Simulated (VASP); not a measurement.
# SnSe2 (P-3m1) in VASP: a series of runs, part 2 of 2

VASP 6.6.1.

## (3) Relaxation of the atoms, PBE

INCAR

```
ALGO = Normal
EDIFF = 1E-6
EDIFFG = -0.02
ENCUT = 520
GGA = PE
IBRION = 2
ISIF = 2
ISMEAR = -1
LASPH = True
LCHARG = False
LREAL = False
LWAVE = False
NELM = 100
NSW = 80
PREC = Accurate
SIGMA = 0.02
```

KPOINTS

```
k-points
0
Gamma
  8 8 5
```

POSCAR

```
SnSe2
1.0
    3.8110000000      0.0000000000      0.0000000000
   -1.9055000000      3.3004228138      0.0000000000
    0.0000000000      0.0000000000      6.1360000000
Sn Se
1 2
Direct
    0.0000000000      0.0000000000      0.0000000000
    0.3333333333      0.6666666667      0.2490000000
    0.6666666667      0.3333333333      0.7510000000
```

Potentials or basis: VASP PAW PBE potentials, release 64 (Sn_d, Se).

Command:

```sh
$ cat potpaw_PBE.64/Sn_d/POTCAR potpaw_PBE.64/Se/POTCAR > POTCAR
$ mpirun -np 1 vasp_std > vasp.out
```

OUTCAR:

```text
EDIFF = 1E-6
   EDIFFG = -0.02
   ENCUT = 520
   GGA = PE
   IBRION = 2
   ISIF = 2
   ISMEAR = -1
   LASPH = True
   LREAL = False
   NELM = 100
   NSW = 80
   PREC = Accurate

 ion  position               nearest neighbor table
   1  0.000  0.000  0.000-   2 2.68   3 2.68   2 2.68   3 2.68   3 2.68   2 2.68
   2  0.333  0.667  0.249-   1 2.68   1 2.68   1 2.68
   3  0.667  0.333  0.751-   1 2.68   1 2.68   1 2.68

  LATTYP: Found a hexagonal cell.
 ALAT       =     3.8110000000
 C/A-ratio  =     1.6100760955

  Lattice vectors:

 A1 = (   3.8110000000,   0.0000000000,   0.0000000000)
 A2 = (  -1.9055000000,   3.3004228138,   0.0000000000)
 A3 = (   0.0000000000,   0.0000000000,   6.1360000000)

Analysis of symmetry for initial positions (statically):
=====================================================================
 Subroutine PRICEL returns:
 Original cell was already a primitive cell.

 Routine SETGRP: Setting up the symmetry group for a
 hexagonal supercell.

 Subroutine GETGRP returns: Found 12 space group operations
 (whereof 12 operations were pure point group operations)
 out of a pool of 24 trial point group operations.

The static configuration has the point symmetry D_3d.

Analysis of symmetry for dynamics (positions and initial velocities):
=====================================================================
 Subroutine PRICEL returns:
 Original cell was already a primitive cell.

 Routine SETGRP: Setting up the symmetry group for a
 hexagonal supercell.

 Subroutine GETGRP returns: Found 12 space group operations
 (whereof 12 operations were pure point group operations)
 out of a pool of 24 trial point group operations.

The dynamic configuration has the point symmetry D_3d.
[... 118 lines left out ...]
   IALGO  =     38    algorithm
   IMIX   =      4    mixing-type and parameters
     AMIX     =   0.40;   BMIX     =  1.00
     AMIX_MAG =   1.60;   BMIX_MAG =  1.00
  volume/ion in A,a.u.               =      25.73       173.61
  Fermi-wavevector in a.u.,A,eV,Ry     =   1.139116  2.152617 17.654722  1.297585
  Thomas-Fermi vector in A             =   2.275820
   LORBIT       =      0    0 simple, 1 ext, 2 COOP (PROOUT), +10 PAW based schemes
   GGA     = PE    functional components
   LHFCALC =     F    Hartree Fock is set to
   AEXX    =    0.0000 exact exchange contribution
   IVDW    =     0    specifies the selected vdW correction
   LEPSILON=     F    determine dielectric tensor
   LRPA    =     F    only Hartree local field effects (RPA)
 conjugate gradient relaxation of ions
 non-spin polarized calculation
  energy-cutoff  :      520.00
  volume of cell :       77.18
 maximum number of plane-waves:      2095
   NGX = 15   NGY = 15   NGZ = 23

--------------------------------------- Ionic step        1  -------------------------------------------

 number of electron      26.0000006 magnetization

 Free energy of the ion-electron system (eV)
  ---------------------------------------------------
  ext. energy  EPLUGINS =         0.00000000
  ---------------------------------------------------
  free energy    TOTEN  =       -11.74640016 eV

  energy without entropy =      -11.74640016  energy(sigma->0) =      -11.74640016

------------------------ aborting loop because EDIFF is reached ----------------------------------------

  FORCE on cell =-STRESS in cart. coord.  units (eV):
  Direction    XX          YY          ZZ          XY          YZ          ZX
  --------------------------------------------------------------------------------------
  -------------------------------------------------------------------------------------
  Total        2.4667802      2.4667802      3.1877222      0.0000000      0.0000000      0.0000000
  in kB       51.2091025     51.2091025     66.1754903      0.0000000      0.0000000      0.0000000
  external PRESSURE =      56.1978984 kB  Pullay stress =       0.0000000 kB
[... 61 lines left out ...]
--------------------------------------- Ionic step        3  -------------------------------------------

 number of electron      26.0000006 magnetization

 Free energy of the ion-electron system (eV)
  ---------------------------------------------------
  ext. energy  EPLUGINS =         0.00000000
  ---------------------------------------------------
  free energy    TOTEN  =       -11.80743745 eV

  energy without entropy =      -11.80743744  energy(sigma->0) =      -11.80743745

 E-fermi :   4.5195     XC(G=0):  -9.5191

 val. band max:        4.2194208347   @ k =   0.1250   0.0000   0.2000
 cond. band min:       4.8109435204   @ k =   0.5000   0.0000   0.4000
 fundamental gap:      0.5915226857
 Fermi energy:         4.5195079739

 k-point     1 :       0.0000    0.0000    0.0000
  band No.  band energies     occupation
      1     -17.0470      2.00000
      2     -17.0470      2.00000
      3     -17.0083      2.00000
      4     -16.9975      2.00000
      5     -16.9975      2.00000
      6      -9.5996      2.00000
[... 457 lines left out ...]
      4     -16.9949      2.00000
      5     -16.9753      2.00000
      6      -8.0699      2.00000
[... 9 lines left out ...]
     16       9.9697      0.00000
     17      10.6922      0.00000

 [... further k-points ...]
[... 5 lines left out ...]
  --------------------------------------------------------------------------------------
  -------------------------------------------------------------------------------------
  Total        1.4768340      1.4768340      0.9789915      0.0000000     -0.0000000      0.0000000
  in kB       30.6583230     30.6583230     20.3233655      0.0000000     -0.0000000      0.0000000
  external PRESSURE =      27.2133371 kB  Pullay stress =       0.0000000 kB
[... 18 lines left out ...]
  FREE ENERGIE OF THE ION-ELECTRON SYSTEM (eV)
  ---------------------------------------------------
  free  energy   TOTEN  =       -11.8074374522 eV

  energy  without entropy=      -11.8074374406  energy(sigma->0) =      -11.80743745

 reached required accuracy - stopping structural energy minimisation
```

Run time: 75 s. Hardware: 1 thread of Intel Xeon Platinum 8488C (Sapphire Rapids), shared host; peak memory 0.22 GiB.

Results:

* Free energy: -11.8074 eV
* Energy gained by relaxing: 20.3 meV/atom
* Ionic steps: 3
* Pressure after relaxing: 2.7 GPa
* Largest force after relaxing: 0.003 eV/Å
* Band gap on the k mesh: 0.59 eV, indirect (least direct gap 1.08 eV)

Forces on the atoms (eV/Å):
```
Sn   0.000  0.000  0.000
Se   0.000  0.000 -0.003
Se   0.000  0.000  0.003
```

The path:
| step | energy change (eV) | largest force (eV/Å) | pressure (GPa) |
| --- | --- | --- | --- |
| 1 | 0.0000 | 0.8038 | 5.62 |
| 2 | -0.0461 | 0.3901 | 4.12 |
| 3 | -0.0610 | 0.0035 | 2.72 |

Final structure:
```
CELL_PARAMETERS angstrom
3.81100 0.00000 0.00000
-1.90550 3.30042 0.00000
0.00000 0.00000 6.13600
ATOMIC_POSITIONS crystal
Sn 0.00000 0.00000 0.00000
Se 0.33333 0.66667 0.26169
Se 0.66667 0.33333 0.73831
```

Caveat: spin-orbit coupling is left out, which moves the levels of the heavy elements; this functional lacks dispersion, which binds the layers, so the pressure and a relaxed spacing across them are unreliable. A k mesh can miss the band edges.
